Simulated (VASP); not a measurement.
**Se: relaxation of cell and atoms with PBE**

Crystal: Se.

```
Se
1.0
     5.68100    3.27993    1.47633
    -5.68100    3.27993    1.47633
     0.00000   -6.55985    1.47633
Se
6
Direct
  0.28066 0.16251 0.91818
  0.91818 0.28066 0.16251
  0.16251 0.91818 0.28066
  0.71934 0.83749 0.08182
  0.08182 0.71934 0.83749
  0.83749 0.08182 0.71934
```

```
Program                : VASP 6.6.1
Task                   : relaxation of cell and atoms
Functional             : PBE
Potentials or basis    : VASP PAW PBE potentials, release 64 (Se)
Cutoff                 : 600 eV
k mesh                 : 4 × 4 × 4
Occupations            : fermi-dirac, width 0.05 eV
Spin                   : no spin polarisation
Dipole correction      : no
Further INCAR settings : ALGO = Normal; EDIFF = 1e-06; IBRION = 2; EDIFFG = -0.01; NSW = 80; ISIF = 3
```

```json
{"Relaxed volume": "32.91 Å³/atom", "Relaxed cell": "a = 6.657 Å, b = 6.657 Å, c = 6.657 Å, α = 112.52°, β = 112.52°, γ = 112.52°", "Space group after relaxing (to 0.1 Å)": "R-3 (No. 148)", "Energy gained by relaxing": "33.1 meV/atom", "Ionic steps": "22", "Pressure after relaxing": "0.0 GPa", "Largest force after relaxing": "0.006 eV/Å", "Band gap on the k mesh": "1.60 eV (least direct gap 1.64 eV)"}
```

Forces on the atoms (eV/Å):
```
Se   0.000  0.004  0.003
Se  -0.004 -0.002  0.003
Se   0.004 -0.003  0.003
Se   0.000 -0.004 -0.003
Se   0.004  0.002 -0.003
Se  -0.004  0.003 -0.003
```

The path:
| step | energy change (eV) | largest force (eV/Å) | pressure (GPa) | volume (Å³) |
| --- | --- | --- | --- | --- |
| 1 | 0.0000 | 0.5072 | 2.82 | 165.05 |
| 2 | -0.0043 | 0.5788 | -2.06 | 176.89 |
| 3 | -0.0672 | 0.1309 | 0.14 | 170.85 |
| 4 | -0.0776 | 0.1245 | 0.12 | 171.94 |
| 5 | -0.1047 | 0.1044 | 0.08 | 175.19 |
| 6 | -0.1427 | 0.0746 | 0.11 | 181.63 |
| 7 | -0.1717 | 0.1690 | 0.46 | 194.24 |
| 8 | -0.1700 | 0.1717 | -0.76 | 200.22 |
| 9 | -0.1767 | 0.0483 | -0.13 | 196.98 |
| 10 | -0.1785 | 0.0460 | -0.13 | 197.14 |
| 11 | -0.1836 | 0.0404 | -0.15 | 197.60 |
| 12 | -0.1908 | 0.0342 | -0.15 | 198.43 |
| 13 | -0.1927 | 0.0551 | -0.06 | 199.72 |
| 14 | -0.1942 | 0.0383 | -0.09 | 199.22 |
| 15 | -0.1895 | 0.1791 | 0.67 | 196.64 |
| 16 | -0.1946 | 0.0477 | 0.08 | 198.62 |
| 17 | -0.1960 | 0.0341 | 0.05 | 198.40 |
| 18 | -0.1969 | 0.0386 | 0.00 | 198.02 |
| 19 | -0.1981 | 0.0238 | -0.05 | 197.88 |
| 20 | -0.1985 | 0.0187 | -0.09 | 197.76 |
| 21 | -0.1966 | 0.1037 | 0.36 | 196.13 |
| 22 | -0.1986 | 0.0057 | 0.00 | 197.44 |

Final structure:
```
CELL_PARAMETERS angstrom
5.53579 3.19609 1.85985
-5.53579 3.19609 1.85985
0.00000 -6.39218 1.85985
ATOMIC_POSITIONS crystal
Se 0.26651 0.13848 0.88667
Se 0.88667 0.26651 0.13848
Se 0.13848 0.88667 0.26651
Se 0.73349 0.86152 0.11333
Se 0.11333 0.73349 0.86152
Se 0.86152 0.11333 0.73349
```

Levels at points of the mesh, in eV from the valence-band top:
```tsv
k point	band 16	band 17	band 18	band 19	band 20	band 21
(0.00, 0.00, 0.00)	-0.56	-0.32	-0.32	2.20	2.20	2.64
(0.50, 0.00, 0.00)	-0.57	-0.16	0.00	2.15	2.32	2.55
(0.50, 0.50, 0.00)	-0.92	-0.68	0.00	1.64	2.24	2.56
(0.50, 0.50, 0.50)	-0.91	-0.91	-0.53	1.82	1.82	2.52
```

It took 22 min on 1 thread of Oxide Virtual Turin-like Processor, with other jobs on the host, peak memory 0.38 GiB.

Caveat: the volume moved by over 15 % at a fixed basis, so the end points are rough; this functional lacks dispersion, which holds the molecules together, so the pressure and a relaxed volume are unreliable. Zero-point motion and thermal expansion aren't in these numbers.
